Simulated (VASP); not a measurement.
# TiO2 (C2/c) in VASP: further runs, part 2 of 2

VASP 6.6.1. Earlier steps stand in the parts before.

## Step 4: Single point, r2SCAN+U (strain +0.000 along x and y, -0.050 along z)

Contents of POSCAR:

```
TiO2
1.0
    2.6847585539     -2.6847645963     -0.0191505320
    2.6847585539      2.6847645963     -0.0191505320
   -2.6485578781      0.0000000000      4.6075967637
Ti O
2 4
Direct
    0.1249948851      0.8750051149      0.2500000000
    0.8750051149      0.1249948851      0.7500000000
    0.3311340192      0.0811285959      0.6622697772
    0.6688659808      0.9188714041      0.3377302228
    0.9188714041      0.6688659808      0.8377302228
    0.0811285959      0.3311340192      0.1622697772
```

Contents of INCAR.step1:

```
  PREC = Accurate
  ENCUT = 520
  ISMEAR = 0
  SIGMA = 0.05
  LREAL = False
  LASPH = True
  NELM = 150
  LMAXMIX = 4
  LDAU = True
  LDAUTYPE = 2
  LDAUL = 2 -1
  LDAUU = 4 0
  LDAUJ = 0 0
  NBANDS = 33
  GGA = PE
  ALGO = Normal
  EDIFF = 1E-4
  LWAVE = True
  LCHARG = False
```

Contents of INCAR.step2:

```
  PREC = Accurate
  ENCUT = 520
  EDIFF = 1E-6
  ISMEAR = 0
  SIGMA = 0.05
  LREAL = False
  LASPH = True
  NELM = 150
  ALGO = Normal
  ISIF = 2
  LWAVE = False
  LCHARG = False
  LMAXMIX = 4
  LDAU = True
  LDAUTYPE = 2
  LDAUL = 2 -1
  LDAUU = 4 0
  LDAUJ = 0 0
  LDAUPRINT = 1
  METAGGA = R2SCAN
  LMIXTAU = True
  NBANDS = 33
  ISTART = 1
```

Contents of KPOINTS:

```
Automatic mesh
0
Gamma
  6 6 6
```

Command:

```bash
$ cat potpaw_PBE.64/Ti_sv/POTCAR potpaw_PBE.64/O/POTCAR > POTCAR
$ cp INCAR.step1 INCAR
$ mpirun -np 1 vasp_std > vasp.out
$ cp INCAR.step2 INCAR
$ mpirun -np 1 vasp_std > vasp.out
```

Wall time 19 min (1 thread of Oxide Virtual Turin-like, shared host); peak memory 0.23 GiB.

Results (log left out):

```yaml
Free_energy: -64.2421 eV
Pressure: 20.3 GPa
Largest_force: 1.553 eV/Å
Band_gap_on_the_k_mesh: 3.38 eV (least direct gap 3.66 eV)
```

Forces on the atoms (eV/Å):
```
Ti   0.000 -0.007  0.000
Ti   0.000  0.007  0.000
O    0.010  0.003  1.553
O   -0.010 -0.003 -1.553
O   -0.010  0.003 -1.553
O    0.010 -0.003  1.553
```

Stress tensor (GPa, compression positive):
```
13.37  0.00  0.06
 0.00 13.37  0.00
 0.06  0.00 34.02
```

Levels at points of the mesh, in eV from the valence-band top:
| k point | band 20 | band 21 | band 22 | band 23 | band 24 | band 25 | band 26 | band 27 | band 28 | band 29 |
| --- | --- | --- | --- | --- | --- | --- | --- | --- | --- | --- |
| (0.00, 0.00, 0.00) | -0.61 | -0.49 | -0.49 | -0.43 | -0.43 | 3.38 | 4.35 | 5.36 | 5.36 | 5.41 |
| (0.50, 0.00, 0.00) | -1.89 | -1.83 | -0.91 | -0.65 | -0.52 | 4.52 | 4.84 | 4.88 | 5.05 | 5.64 |
| (0.50, 0.50, 0.00) | -2.65 | -1.88 | -1.88 | 0.00 | 0.00 | 4.76 | 4.76 | 5.15 | 5.16 | 6.21 |
| (0.00, 0.00, 0.50) | -1.32 | -1.12 | -1.12 | -0.04 | -0.04 | 3.84 | 3.84 | 5.26 | 5.26 | 5.56 |
| (0.50, 0.00, 0.50) | -1.89 | -1.83 | -0.91 | -0.65 | -0.52 | 4.52 | 4.84 | 4.88 | 5.06 | 5.64 |
| (0.50, 0.50, 0.50) | -2.66 | -1.88 | -1.88 | 0.00 | 0.00 | 4.76 | 4.76 | 5.16 | 5.16 | 6.21 |

Eigenvalues of the final occupation matrices:
| site | spin | trace | eigenvalues |
| --- | --- | --- | --- |
| site 1 d | 1 | 0.81 | 0.09 0.10 0.10 0.24 0.28 |
| site 1 d | 2 | 0.81 | 0.09 0.10 0.10 0.24 0.28 |
| site 2 d | 1 | 0.81 | 0.09 0.10 0.10 0.24 0.28 |
| site 2 d | 2 | 0.81 | 0.09 0.10 0.10 0.24 0.28 |

Caveat: the cell differs from its parent crystal (strain +0.000 along x and y, -0.050 along z); the stress differs along the axes, from 13 to 34 GPa; the PAW data sets were made with another functional, which shifts forces and pressure a little. A k mesh can miss the band edges.

## Step 5: Single point, r2SCAN+U (strain -0.025 along x and y, +0.000 along z)

Edit POSCAR of step 4 so:

```diff
@@ -2,5 +2,5 @@
 1.0
-    2.6847585539     -2.6847645963     -0.0191505320
-    2.6847585539      2.6847645963     -0.0191505320
-   -2.6485578781      0.0000000000      4.6075967637
+    2.6176395901     -2.6176454814     -0.0201584547
+    2.6176395901      2.6176454814     -0.0201584547
+   -2.5823439311      0.0000000000      4.8501018565
 Ti O
```

Contents of INCAR.step1:

```
SYSTEM = TiO2
PREC     = Accurate       ! precision mode
ENCUT    = 520            ! plane-wave cutoff, eV
ISMEAR   = 0              ! smearing method
SIGMA    = 0.05           ! smearing width, eV
LREAL    = .False.        ! projectors in reciprocal space
LASPH    = .True.         ! aspherical terms in the spheres
NELM     = 150            ! most SCF steps
LMAXMIX  = 4              ! l up to which the mixer works
LDAU     = .True.         ! DFT+U
LDAUTYPE = 2            
LDAUL    = 2 -1           ! shell
LDAUU    = 4 0            ! U, eV
LDAUJ    = 0 0          
NBANDS   = 33             ! bands
GGA      = PE             ! functional
ALGO     = Normal         ! electronic algorithm
EDIFF    = 1E-4           ! SCF threshold, eV
LWAVE    = .True.         ! write WAVECAR
LCHARG   = .False.        ! write CHGCAR
```

Contents of INCAR.step2:

```
SYSTEM = TiO2
PREC     = Accurate       ! precision mode
ENCUT    = 520            ! plane-wave cutoff, eV
EDIFF    = 1E-6           ! SCF threshold, eV
ISMEAR   = 0              ! smearing method
SIGMA    = 0.05           ! smearing width, eV
LREAL    = .False.        ! projectors in reciprocal space
LASPH    = .True.         ! aspherical terms in the spheres
NELM     = 150            ! most SCF steps
ALGO     = Normal         ! electronic algorithm
ISIF     = 2              ! what is computed and relaxed
LWAVE    = .False.        ! write WAVECAR
LCHARG   = .False.        ! write CHGCAR
LMAXMIX  = 4              ! l up to which the mixer works
LDAU     = .True.         ! DFT+U
LDAUTYPE = 2            
LDAUL    = 2 -1           ! shell
LDAUU    = 4 0            ! U, eV
LDAUJ    = 0 0          
LDAUPRINT= 1            
METAGGA  = R2SCAN         ! meta-GGA
LMIXTAU  = .True.       
NBANDS   = 33             ! bands
ISTART   = 1
```

Contents of KPOINTS:

```
Automatic mesh
0
Gamma
  6 6 6
  0 0 0
```

Command:

```bash
$ cat potpaw_PBE.64/Ti_sv/POTCAR potpaw_PBE.64/O/POTCAR > POTCAR
$ cp INCAR.step1 INCAR
$ mpirun -np 1 vasp_std > vasp.out
$ cp INCAR.step2 INCAR
$ mpirun -np 1 vasp_std > vasp.out
```

Run time: 17 min. Hardware: 1 thread of Oxide Virtual Turin-like, shared host; peak memory 0.22 GiB.

Results (log left out):

- Free energy: -64.3512 eV
- Pressure: 18.3 GPa
- Largest force: 0.084 eV/Å
- Band gap on the k mesh: 3.42 eV (least direct gap 3.73 eV)

Forces on the atoms (eV/Å):
```
Ti   0.000  0.001  0.000
Ti   0.000 -0.001  0.000
O    0.001 -0.001  0.084
O   -0.001  0.001 -0.084
O   -0.001 -0.001 -0.084
O    0.001  0.001  0.084
```

Stress tensor (GPa, compression positive):
```
21.46  0.00 -0.02
 0.00 21.46  0.00
-0.02  0.00 12.10
```

Levels at points of the mesh, in eV from the valence-band top:
```tsv
k point	band 22	band 23	band 24	band 25	band 26	band 27
(0.00, 0.00, 0.00)	-0.76	-0.44	-0.44	3.42	4.16	5.36
(0.50, 0.00, 0.00)	-0.95	-0.85	-0.71	4.60	4.71	4.89
(0.50, 0.50, 0.00)	-2.09	0.00	0.00	4.53	4.54	5.01
(0.00, 0.00, 0.50)	-1.28	-0.07	-0.07	3.78	3.78	5.19
(0.50, 0.00, 0.50)	-0.95	-0.85	-0.71	4.60	4.71	4.89
(0.50, 0.50, 0.50)	-2.09	0.00	0.00	4.54	4.54	5.01
```

Eigenvalues of the final occupation matrices:
```
    site  spin  trace               eigenvalues
site 1 d     1   0.81  0.10 0.10 0.10 0.24 0.27
site 1 d     2   0.81  0.10 0.10 0.10 0.24 0.27
site 2 d     1   0.81  0.10 0.10 0.10 0.24 0.27
site 2 d     2   0.81  0.10 0.10 0.10 0.24 0.27
```

Caveat: the cell differs from its parent crystal (strain -0.025 along x and y, +0.000 along z); the stress differs along the axes, from 12 to 21 GPa; the PAW data sets were made with another functional, which shifts forces and pressure a little. A k mesh can miss the band edges.

## Step 6: Overview

```tsv
cell	gap on the mesh (eV)	pressure (GPa)	largest force (eV/Å)
a = 3.607, b = 3.607, c = 5.464 Å, angles 109.3, 109.3, 90.0°, 6 atoms	3.63	35.6	0.13
a = 3.702, b = 3.702, c = 5.282 Å, angles 110.5, 110.5, 90.0°, 6 atoms	3.54	35.5	1.51
a = 3.797, b = 3.797, c = 5.315 Å, angles 110.9, 110.9, 90.0°, 6 atoms	3.38	20.3	1.55
a = 3.702, b = 3.702, c = 5.495 Å, angles 109.7, 109.7, 90.0°, 6 atoms	3.42	18.3	0.08
```

Alike in all rows: task single point; level r2SCAN+U; potentials or basis VASP PAW PBE potentials, release 64 (Ti_sv, O); no spin polarisation; Ti d U = 4.0 eV; k mesh 6 × 6 × 6; cutoff (eV) 520; smearing gaussian 0.05 eV.

Caveats: the PAW data sets were made with another functional, which shifts forces and pressure a little; the stress differs along the axes, from 22 to 43 GPa (at least some runs); the stress differs along the axes, from 31 to 44 GPa (at least some runs); the stress differs along the axes, from 13 to 34 GPa (at least some runs); the stress differs along the axes, from 12 to 21 GPa (at least some runs).

Total energies depend on the potentials used, so only differences within one code and one set of settings carry meaning.
